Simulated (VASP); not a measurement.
# Ga: single point with PBE

Ga:

```xyz
2
Lattice="0.0000 2.9392 2.9392 2.9392 0.0000 2.9392 2.9392 2.9392 0.0000" Properties=species:S:1:pos:R:3 pbc="T T T"
Ga   -0.7348   -0.7348   -0.7348
Ga    0.7348    0.7348    0.7348
```

* Program: VASP 6.6.1
* Task: single point
* Functional: PBE
* Potentials or basis: VASP PAW PBE potentials, release 64 (Ga_d)
* Cutoff: 520 eV
* k mesh: 12 × 12 × 12
* Occupations: fermi-dirac, width 0.05 eV
* Spin: no spin polarisation
* Dipole correction: no
* Further INCAR settings: ALGO = Normal; EDIFF = 1e-06; NBANDS = 20

```yaml
Pressure: 0.2 GPa
Band_gap_on_the_k_mesh: zero (band 13 reaches 5.31 eV, above the bottom of band 14 at 1.15 eV)
```

Levels at points of the mesh, in eV from the Fermi level:
```
           k point  band 9  band 10  band 11  band 12  band 13  band 14  band 15  band 16  band 17  band 18
(0.00, 0.00, 0.00)  -14.36   -14.36    -9.30     2.74     2.74     2.74     3.39     4.78     4.78     4.78
(0.50, 0.00, 0.00)  -14.34   -14.34    -7.16    -4.59     1.29     1.29     2.88     5.75     5.75     8.14
(0.50, 0.50, 0.00)  -14.32   -14.32    -5.48    -5.48    -0.47    -0.47     2.79     2.79    11.70    11.70
```

Wall time 20 s on 1 thread of Intel(R) Xeon(R) 6975P-C (Granite Rapids), with other jobs on the host, peak memory 0.2 GiB.
